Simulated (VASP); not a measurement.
# Ca in VASP: notebook, part 2 of 2

VASP 6.6.1.

## Step 5: Single point, PBE (the cell strained at random)

Contents of INCAR:

```
SYSTEM = Ca
PREC = Accurate
ENCUT = 520
EDIFF = 1E-6
ISMEAR = -1
SIGMA = 0.05
LREAL = .False.
LASPH = .True.
NELM = 60
ALGO = Normal
ISIF = 2
LWAVE = .False.
LCHARG = .False.
GGA = PE
NBANDS = 11
```

Contents of KPOINTS:

```
Automatic mesh
0
Gamma
  8 8 8
  0 0 0
```

Contents of POSCAR:

```
Ca
1.0
   -2.2516270000      2.2138260000      2.2348730000
    2.2160260000     -2.2372230000      2.2226690000
    2.2838730000      2.2694690000     -2.2582700000
Ca
1
Direct
    0.0102290000      0.0053610000      0.0177860000
```

Potentials or basis: VASP PAW PBE potentials, release 64 (Ca_sv).

Run with:

```console
cat potpaw_PBE.64/Ca_sv/POTCAR > POTCAR
mpirun -np 1 vasp_std > vasp.out
```

OUTCAR:

```text
SYSTEM = Ca
   PREC = Accurate
   ENCUT = 520
   EDIFF = 1E-6
   ISMEAR = -1
   LREAL = .False.
   LASPH = .True.
   NELM = 60
   ISIF = 2
   GGA = PE

 ion  position               nearest neighbor table
   1  0.010  0.005  0.018-

  LATTYP: Found a triclinic cell.
 ALAT       =     3.8647592092
 B/A-ratio  =     1.6272851776
 C/A-ratio  =     1.9462845679
 COS(alpha) =     0.0015071696
 COS(beta)  =     0.5289479488
 COS(gamma) =     0.8130430739

  Lattice vectors:

 A1 = (  -2.2482720000,  -2.2460720000,  -2.1992720000)
 A2 = (   0.0033550000,  -4.4598980000,  -4.4341450000)
 A3 = (  -6.7837720000,  -2.3017150000,   2.2938710000)

Analysis of symmetry for initial positions (statically):
=====================================================================
 Subroutine PRICEL returns:
 Original cell was already a primitive cell.

 Routine SETGRP: Setting up the symmetry group for a
 triclinic supercell.

 Subroutine GETGRP returns: Found  2 space group operations
 (whereof  1 operations were pure point group operations)
[... 165 lines left out ...]

 E-fermi :   1.7400     XC(G=0):  -7.5420

 val. band max:        1.7354024237   @ k =   0.5000   0.2500   0.5000
 cond. band min:       1.7409259908   @ k =   0.0000   0.5000  -0.0000
 fundamental gap:      0.0055235672
 Fermi energy:         1.7400319084

 k-point     1 :       0.0000    0.0000    0.0000
  band No.  band energies     occupation
      1     -40.4473      2.00000
      2     -21.3702      2.00000
      3     -21.3696      2.00000
      4     -21.3682      2.00000
      5      -2.1916      2.00000
      6       3.9120      0.00000
      7       3.9332      0.00000
      8       4.0462      0.00000
      9       4.9374      0.00000
     10       4.9798      0.00000
     11      11.5269      0.00000
[... 309 lines left out ...]
 k-point    24 :       0.2500    0.3750   -0.0000
  band No.  band energies     occupation
      1     -40.4344      2.00000
      2     -21.4639      2.00000
      3     -21.4324      2.00000
      4     -21.3822      2.00000
      5       1.6410      1.75759
      6       1.8446      0.22007
      7       2.5987      0.00000
      8       4.8538      0.00000
      9       5.1229      0.00000
     10       6.1601      0.00000
     11       6.4499      0.00000

 [... further k-points ...]
[... 5 lines left out ...]
  --------------------------------------------------------------------------------------
  -------------------------------------------------------------------------------------
  Total       -0.2653727     -0.2677917     -0.2736303     -0.0468885      0.0317597      0.0497209
  in kB       -9.4572030     -9.5434101     -9.7514831     -1.6709878      1.1318335      1.7719241
  external PRESSURE =      -9.5840321 kB  Pullay stress =       0.0000000 kB

 VOLUME and BASIS-vectors are now :
 -----------------------------------------------------------------------------
  energy-cutoff  :      520.00
  volume of cell :       44.96
      direct lattice vectors                 reciprocal lattice vectors
    -2.251627000  2.213826000  2.234873000     0.000177393  0.224225867  0.225517231
     2.216026000 -2.237223000  2.222669000     0.224019296 -0.000431170  0.226125794
     2.283873000  2.269469000 -2.258270000     0.220663250  0.221478383  0.002924877

 POSITION                                       TOTAL-FORCE (eV/Angst)
 -----------------------------------------------------------------------------------
      0.02947      0.05102     -0.00539         0.000000      0.000000      0.000000
 -----------------------------------------------------------------------------------
    total drift:                                0.000000     -0.000001      0.000001

  FREE ENERGIE OF THE ION-ELECTRON SYSTEM (eV)
  ---------------------------------------------------
  free  energy   TOTEN  =        -1.9089530814 eV

  energy  without entropy=       -1.8960778842  energy(sigma->0) =       -1.90251548
```

OSZICAR:

```text
N       E                     dE             d eps       ncg     rms          rms(c)
DAV:   1     0.638437393939E+02    0.63844E+02   -0.49413E+03  5720   0.811E+02
DAV:   2    -0.285495247740E+00   -0.64129E+02   -0.63628E+02  6305   0.206E+02
DAV:   3    -0.183431277676E+01   -0.15488E+01   -0.15274E+01  8521   0.310E+01
DAV:   4    -0.191264501491E+01   -0.78332E-01   -0.77850E-01  7536   0.563E+00
DAV:   5    -0.191400375787E+01   -0.13587E-02   -0.13585E-02  7900   0.657E-01    0.223E+00
DAV:   6    -0.190945194650E+01    0.45518E-02   -0.10775E-02  6964   0.112E+00    0.137E+00
DAV:   7    -0.190934685825E+01    0.10509E-03   -0.17158E-02  6344   0.150E+00    0.989E-02
DAV:   8    -0.190893205883E+01    0.41480E-03   -0.17801E-03  6642   0.411E-01    0.198E-02
DAV:   9    -0.190895152099E+01   -0.19462E-04   -0.95626E-05  7537   0.786E-02    0.628E-03
DAV:  10    -0.190895382793E+01   -0.23069E-05   -0.78484E-06  8558   0.229E-02    0.836E-04
DAV:  11    -0.190895308141E+01    0.74653E-06   -0.23424E-07  4297   0.456E-03
   1 F= -.19089531E+01 E0= -.19025155E+01  d E =-.128752E-01
```

stdout:

```text
POSCAR found type information on POSCAR Ca
 POSCAR found :  1 types and       1 ions
 scaLAPACK will be used
 LDA part: xc-table for (Slater+PW92), standard interpolation
 POSCAR, INCAR and KPOINTS ok, starting setup
 FFT: planning ... GRIDC
 FFT: planning ... GRID_SOFT
 FFT: planning ... GRID
 WAVECAR not read
 entering main loop
```

Wall time 45 s (1 thread of Intel Xeon 6975P-C (Granite Rapids), shared host); peak memory 0.26 GiB.

Results:

| Property | Result |
| --- | --- |
| Free energy | -1.9090 eV |
| Pressure | -1.0 GPa |
| Band gap on the k mesh | zero (band 5 reaches 2.05 eV, above the bottom of band 6 at 1.63 eV) |

Levels at points of the mesh, in eV from the Fermi level:
```tsv
k point	band 3	band 4	band 5	band 6	band 7	band 8
(0.00, 0.00, 0.00)	-23.11	-23.11	-3.93	2.17	2.19	2.31
(0.50, 0.00, 0.00)	-23.15	-23.11	-0.82	-0.01	1.31	3.11
(0.00, 0.50, 0.00)	-23.15	-23.11	-0.81	0.00	1.34	3.08
(0.50, 0.50, 0.00)	-23.15	-23.11	-0.83	-0.02	1.37	3.06
(0.00, 0.00, 0.50)	-23.14	-23.11	-0.89	-0.11	1.35	3.11
(0.50, 0.00, 0.50)	-23.14	-23.11	-0.88	-0.10	1.32	3.14
(0.00, 0.50, 0.50)	-23.14	-23.11	-0.86	-0.07	1.30	3.15
(0.50, 0.50, 0.50)	-23.19	-23.18	0.13	0.15	3.63	3.69
```

Caveat: the cell differs from its parent crystal (the cell strained at random).

## Step 6: Single point, PBEsol

This run uses another cell than the first one, of 21.04 Å³/atom, 0.459 times its volume.

Contents of INCAR:

```
PREC = Accurate
ENCUT = 520
EDIFF = 1E-7
ISMEAR = -1
SIGMA = 0.05
LREAL = False
LASPH = True
NELM = 80
ALGO = Normal
ISIF = 2
LWAVE = False
LCHARG = True
GGA = PS
LELF = True
LVHAR = True
NBANDS = 11
```

Contents of KPOINTS:

```
Automatic mesh
0
Gamma
  8 8 8
```

Contents of POSCAR:

```
Ca
1.0
   -1.7391465618      1.7391465618      1.7391465618
    1.7391465618     -1.7391465618      1.7391465618
    1.7391465618      1.7391465618     -1.7391465618
Ca
1
Direct
    0.0000000000      0.0000000000      0.0000000000
```

Potentials or basis: VASP PAW PBE potentials, release 64 (Ca_sv).

Run with:

```console
cat potpaw_PBE.64/Ca_sv/POTCAR > POTCAR
mpirun -np 1 vasp_std > vasp.out
```

OUTCAR:

```text
PREC = Accurate
   ENCUT = 520
   EDIFF = 1E-7
   ISMEAR = -1
   LREAL = False
   LASPH = True
   NELM = 80
   ISIF = 2
   GGA = PS

 ion  position               nearest neighbor table
   1  0.000  0.000  0.000-

  LATTYP: Found a body centered cubic cell.
 ALAT       =     3.4782931236

  Lattice vectors:

 A1 = (  -1.7391465618,   1.7391465618,   1.7391465618)
 A2 = (   1.7391465618,  -1.7391465618,   1.7391465618)
 A3 = (   1.7391465618,   1.7391465618,  -1.7391465618)

Analysis of symmetry for initial positions (statically):
=====================================================================
 Subroutine PRICEL returns:
 Original cell was already a primitive cell.

 Routine SETGRP: Setting up the symmetry group for a
 body centered cubic supercell.

 Subroutine GETGRP returns: Found 48 space group operations
 (whereof 48 operations were pure point group operations)
 out of a pool of 48 trial point group operations.

The static configuration has the point symmetry O_h .

Analysis of symmetry for dynamics (positions and initial velocities):
=====================================================================
 Subroutine PRICEL returns:
 Original cell was already a primitive cell.

 Routine SETGRP: Setting up the symmetry group for a
 body centered cubic supercell.

 Subroutine GETGRP returns: Found 48 space group operations
 (whereof 48 operations were pure point group operations)
 out of a pool of 48 trial point group operations.

The dynamic configuration has the point symmetry O_h .

 Subroutine INISYM returns: Found 48 space group operations
 (whereof 48 operations are pure point group operations),
 and found     1 'primitive' translations

----------------------------------------------------------------------------------------

                                     Primitive cell

  volume of cell :      21.0411

  direct lattice vectors                    reciprocal lattice vectors
    -1.739146562  1.739146562  1.739146562     0.000000000  0.287497334  0.287497334
     1.739146562 -1.739146562  1.739146562     0.287497334  0.000000000  0.287497334
     1.739146562  1.739146562 -1.739146562     0.287497334  0.287497334  0.000000000

  length of vectors
     3.012290207  3.012290207  3.012290207     0.406582629  0.406582629  0.406582629

  position of ions in fractional coordinates (direct lattice)
     0.000000000  0.000000000  0.000000000

  ion indices of the primitive-cell ions
   primitive index   ion index
                 1           1

----------------------------------------------------------------------------------------

 KPOINTS: Automatic mesh

Automatic generation of k-mesh.
 Grid dimensions read from file:
 generate k-points for:    8    8    8

 Generating k-lattice:

  Cartesian coordinates                     Fractional coordinates (reciprocal lattice)
     0.000000000  0.035937167  0.035937167     0.125000000  0.000000000  0.000000000
     0.035937167  0.000000000  0.035937167     0.000000000  0.125000000  0.000000000
     0.035937167  0.035937167  0.000000000     0.000000000  0.000000000  0.125000000

  Length of vectors
     0.050822829  0.050822829  0.050822829

  Shift w.r.t. Gamma in fractional coordinates (k-lattice)
     0.000000000  0.000000000  0.000000000

 Subroutine IBZKPT returns following result:
 ===========================================

 Found     29 irreducible k-points:

 Following reciprocal coordinates:
            Coordinates               Weight
  0.000000  0.000000  0.000000      1.000000
  0.125000  0.000000  0.000000     12.000000
  0.250000  0.000000  0.000000     12.000000
  0.375000  0.000000  0.000000     12.000000
  0.500000  0.000000  0.000000      6.000000
  0.125000  0.125000  0.000000     24.000000
[... 16 lines left out ...]
 -0.250000  0.250000  0.250000      6.000000
 -0.375000  0.375000  0.250000     24.000000
 [... further k-points ...]
   k-points           NKPTS =     29   k-points in BZ     NKDIM =     29   number of bands    NBANDS=     11
   number of dos      NEDOS =    301   number of ions     NIONS =      1
   total plane-waves  NPLWV =  13824
   dimension x,y,z NGX =    24 NGY =   24 NGZ =   24
   dimension x,y,z NGXF=    48 NGYF=   48 NGZF=   48
   ions per type =               1
   NGX,Y,Z   is equivalent  to a cutoff of  13.25, 13.25, 13.25 a.u.
   NGXF,Y,Z  is equivalent  to a cutoff of  26.49, 26.49, 26.49 a.u.
 SYSTEM =  unknown system
   PREC   = accura    normal or accurate (medium, high low for compatibility)
   ISTART =      0    job   : 0-new  1-cont  2-samecut
   ICHARG =      2    charge: 1-file 2-atom 10-const
   ISPIN  =      1    spin polarized calculation?
   LNONCOLLINEAR =      F non collinear calculations
   LSORBIT =      F    spin-orbit coupling
   LASPH  =      T    aspherical Exc in radial PAW
   ENCUT  =  520.0 eV  38.22 Ry    6.18 a.u.   5.60  5.60  5.60*2*pi/ulx,y,z
   NELM   =     80;   NELMIN=  2; NELMDL= -5     # of ELM steps
   EDIFF  = 0.1E-06   stopping-criterion for ELM
   LREAL  =      F    real-space projection
   EDIFFG = 0.1E-05   stopping-criterion for IOM
   NSW    =      0    number of steps for IOM
   IBRION =     -1    ionic relax: 0-MD 1-quasi-New 2-CG
   NFREE  =      0    steps in history (QN), initial steepest desc. (CG)
   ISIF   =      2    stress and relaxation
   ISYM   =      2    0-nonsym 1-usesym 2-fastsym
   POTIM  = 0.5000    time-step for ionic-motion
   TEBEG  =    0.0;   TEEND  =   0.0 temperature during run
   PSTRESS=    0.0 pullay stress
   NELECT =      10.0000    total number of electrons
   NUPDOWN=      -1.0000    fix difference up-down
   EMIN   =  10.00;   EMAX   =-10.00  energy-range for DOS
   EFERMI =   0.00;   METHOD = LEGACY
   ISMEAR =    -1;   SIGMA  =   0.05  broadening in eV -4-tet -1-fermi 0-gaus
   EFERMI_NEDOS =   21; number of points for ismear=-14 and -15
   IALGO  =     38    algorithm
   IMIX   =      4    mixing-type and parameters
     AMIX     =   0.40;   BMIX     =  1.00
     AMIX_MAG =   1.60;   BMIX_MAG =  1.00
  volume/ion in A,a.u.               =      21.04       141.99
  Fermi-wavevector in a.u.,A,eV,Ry     =   1.277572  2.414261 22.207289  1.632190
  Thomas-Fermi vector in A             =   2.410164
   LORBIT       =      0    0 simple, 1 ext, 2 COOP (PROOUT), +10 PAW based schemes
   GGA     = PS    functional components
   LHFCALC =     F    Hartree Fock is set to
   AEXX    =    0.0000 exact exchange contribution
   IVDW    =     0    specifies the selected vdW correction
   LEPSILON=     F    determine dielectric tensor
   LRPA    =     F    only Hartree local field effects (RPA)
 non-spin polarized calculation
  energy-cutoff  :      520.00
  volume of cell :       21.04
 maximum number of plane-waves:       586
 NGX is ok and might be reduce to    24
   NGX = 11   NGY = 11   NGZ = 11

 number of electron      10.0000000 magnetization

 number of electron       9.9999997 magnetization

 Free energy of the ion-electron system (eV)
  ---------------------------------------------------
  ext. energy  EPLUGINS =         0.00000000
  ---------------------------------------------------
  free energy    TOTEN  =        -0.95849783 eV

  energy without entropy =       -0.95473374  energy(sigma->0) =       -0.95661579

 E-fermi :   5.2739     XC(G=0): -10.4024

 val. band max:        5.2479527023   @ k =   0.3750   0.2500   0.0000
 cond. band min:       5.4699303959   @ k =   0.5000   0.5000   0.2500
 fundamental gap:      0.2219776935
 Fermi energy:         5.2738736211

 k-point     1 :       0.0000    0.0000    0.0000
  band No.  band energies     occupation
      1     -35.1856      2.00000
      2     -15.6232      2.00000
      3     -15.6232      2.00000
      4     -15.6232      2.00000
      5       0.6616      2.00000
      6       8.6036      0.00000
      7       8.6036      0.00000
      8       8.6036      0.00000
      9      10.7005      0.00000
     10      10.7005      0.00000
     11      19.9176      0.00000

 k-point     2 :       0.1250    0.0000    0.0000
  band No.  band energies     occupation
      1     -35.1459      2.00000
      2     -15.8360      2.00000
      3     -15.6816      2.00000
      4     -15.6264      2.00000
      5       1.2047      2.00000
      6       8.2390      0.00000
      7       8.3553      0.00000
      8       9.0850      0.00000
      9      10.3163      0.00000
     10      10.7076      0.00000
     11      20.1491      0.00000
[... 295 lines left out ...]
 k-point    24 :      -0.3750    0.3750    0.2500
  band No.  band energies     occupation
      1     -34.8518      2.00000
      2     -16.5980      2.00000
      3     -16.1890      2.00000
      4     -16.0888      2.00000
      5       4.7283      1.99996
      6       5.6348      0.00147
      7       8.7023      0.00000
      8       9.2010      0.00000
      9      11.7846      0.00000
     10      11.9810      0.00000
     11      17.9358      0.00000

 [... further k-points ...]
[... 5 lines left out ...]
  --------------------------------------------------------------------------------------
  -------------------------------------------------------------------------------------
  Total        3.9484162      3.9484162      3.9484162      0.0000000      0.0000000     -0.0000000
  in kB      300.6526042    300.6526042    300.6526042      0.0000000      0.0000000     -0.0000000
  external PRESSURE =     300.6526042 kB  Pullay stress =       0.0000000 kB

 VOLUME and BASIS-vectors are now :
 -----------------------------------------------------------------------------
  energy-cutoff  :      520.00
  volume of cell :       21.04
      direct lattice vectors                 reciprocal lattice vectors
    -1.739146562  1.739146562  1.739146562     0.000000000  0.287497334  0.287497334
     1.739146562 -1.739146562  1.739146562     0.287497334  0.000000000  0.287497334
     1.739146562  1.739146562 -1.739146562     0.287497334  0.287497334  0.000000000

 POSITION                                       TOTAL-FORCE (eV/Angst)
 -----------------------------------------------------------------------------------
      0.00000      0.00000      0.00000         0.000000     -0.000000      0.000000
 -----------------------------------------------------------------------------------
    total drift:                                0.000000      0.000000      0.000000

  FREE ENERGIE OF THE ION-ELECTRON SYSTEM (eV)
  ---------------------------------------------------
  free  energy   TOTEN  =        -0.9584978346 eV

  energy  without entropy=       -0.9547337435  energy(sigma->0) =       -0.95661579
```

OSZICAR:

```text
N       E                     dE             d eps       ncg     rms          rms(c)
DAV:   1     0.733246552893E+02    0.73325E+02   -0.55890E+03   638   0.929E+02
DAV:   2     0.649940655269E+00   -0.72675E+02   -0.71585E+02   689   0.235E+02
DAV:   3    -0.923965346593E+00   -0.15739E+01   -0.15667E+01   805   0.342E+01
DAV:   4    -0.993599180609E+00   -0.69634E-01   -0.69570E-01   837   0.552E+00
DAV:   5    -0.994645543727E+00   -0.10464E-02   -0.10463E-02   828   0.567E-01    0.161E+00
DAV:   6    -0.968316864932E+00    0.26329E-01   -0.11545E-02   993   0.720E-01    0.830E-01
DAV:   7    -0.958202666634E+00    0.10114E-01   -0.14789E-02   989   0.753E-01    0.113E-01
DAV:   8    -0.958499357736E+00   -0.29669E-03   -0.46869E-04   962   0.152E-01    0.121E-02
DAV:   9    -0.958498169402E+00    0.11883E-05   -0.12002E-05   926   0.300E-02    0.281E-03
DAV:  10    -0.958497971786E+00    0.19762E-06   -0.69509E-07   804   0.755E-03    0.833E-04
DAV:  11    -0.958497820986E+00    0.15080E-06   -0.10961E-07   665   0.285E-03    0.999E-05
DAV:  12    -0.958497834613E+00   -0.13627E-07   -0.14884E-08   478   0.714E-04
   1 F= -.95849783E+00 E0= -.95661579E+00  d E =-.376409E-02
```

stdout:

```text
POSCAR found type information on POSCAR Ca
 POSCAR found :  1 types and       1 ions
 scaLAPACK will be used
 -----------------------------------------------------------------------------
|                                                                             |
|                                                                             |
|     You enforced a specific xc type in the INCAR file but a different       |
|     I HOPE YOU KNOW WHAT YOU ARE DOING!                                     |
|                                                                             |
 -----------------------------------------------------------------------------

 LDA part: xc-table for (Slater+PW92), standard interpolation
 POSCAR, INCAR and KPOINTS ok, starting setup
 FFT: planning ... GRIDC
 FFT: planning ... GRID_SOFT
 FFT: planning ... GRID
 WAVECAR not read
 entering main loop
```

Wall time 4.2 s (1 thread of Intel Xeon Platinum 8488C (Sapphire Rapids), shared host); peak memory 0.13 GiB.

Results:

```yaml
Free_energy: -0.9585 eV
Pressure: 30.1 GPa
Band_gap_on_the_k_mesh: zero (band 5 reaches 6.20 eV, above the bottom of band 6 at 4.15 eV)
```

Caveat: the PAW data sets were made with another functional, which shifts forces and pressure a little.

## Step 7: The runs side by side

```csv
level,cell,gap on the mesh (eV),pressure (GPa)
PBE,"a = 3.905 Å, angles 109.5°, 1 atom",none,-1.2
PBE,"a = 3.931 Å, angles 109.5°, 1 atom",none,-1.5
PBE,"a = 3.956 Å, angles 109.5°, 1 atom",none,-1.7
PBE,"a = 3.869, b = 3.854, c = 3.933 Å, angles 109.4, 109.8, 109.5°, 1 atom",none,-1.0
PBEsol,"a = 3.012 Å, angles 109.5°, 1 atom",none,30.1
```

Alike in all rows: task single point; potentials or basis VASP PAW PBE potentials, release 64 (Ca_sv); no spin polarisation; k mesh 8 × 8 × 8; cutoff (eV) 520; smearing fermi-dirac 0.05 eV.

Caveats: the PAW data sets were made with another functional, which shifts forces and pressure a little (some runs).

Total energies depend on the potentials used, so only differences within one code and one set of settings carry meaning.
